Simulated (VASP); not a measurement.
Wanted: the native input for a VASP 6.6.1 run.

```
Task                   : single point
Functional             : PBE
Potentials or basis    : VASP PAW PBE potentials, release 64 (Nb_sv, Sn_d, Te)
Cutoff                 : 520 eV
k mesh                 : 4 × 4 × 4
Occupations            : gaussian, width 0.1 eV
Spin                   : no spin polarisation
Dipole correction      : no
Further INCAR settings : ALGO = Normal; EDIFF = 1e-07; NBANDS = 34
```

The structure of NbSnTe4 lies in POSCAR:

```
NbSnTe4
1.0
    0.0000000000      4.6080711500      4.6080711500
    4.6080711500      0.0000000000      4.6080711500
    4.6080711500      4.6080711500      0.0000000000
Nb Sn Te
1 1 4
Direct
    0.5000000000      0.5000000000      0.5000000000
    0.2500000000      0.2500000000      0.2500000000
    0.8747362000      0.3757914000      0.8747362000
    0.8747362000      0.8747362000      0.3757914000
    0.8747362000      0.8747362000      0.8747362000
    0.3757914000      0.8747362000      0.8747362000
```

One way to write it, as run:

INCAR

```
SYSTEM = NbSnTe4
PREC = Accurate
ENCUT = 520
EDIFF = 1E-7
ISMEAR = 0
SIGMA = 0.1
LREAL = .False.
LASPH = .True.
NELM = 100
ALGO = Normal
ISIF = 2
LWAVE = .False.
LCHARG = .True.
GGA = PE
LELF = .True.
LVHAR = .True.
NBANDS = 34
```

KPOINTS

```
Automatic mesh
0
Gamma
  4 4 4
  0 0 0
```

Potentials or basis: VASP PAW PBE potentials, release 64 (Nb_sv, Sn_d, Te).

Command:

```console
$ cat potpaw_PBE.64/Nb_sv/POTCAR potpaw_PBE.64/Sn_d/POTCAR potpaw_PBE.64/Te/POTCAR > POTCAR
$ mpirun -np 1 vasp_std > vasp.out
```

Results of the run:

```json
{"Pressure": "-5.2 GPa", "Largest force": "0.117 eV/Å"}
```

Wall time 47 s on 1 thread of Intel(R) Xeon(R) 6975P-C (Granite Rapids), on a shared host, peak memory 0.34 GiB.
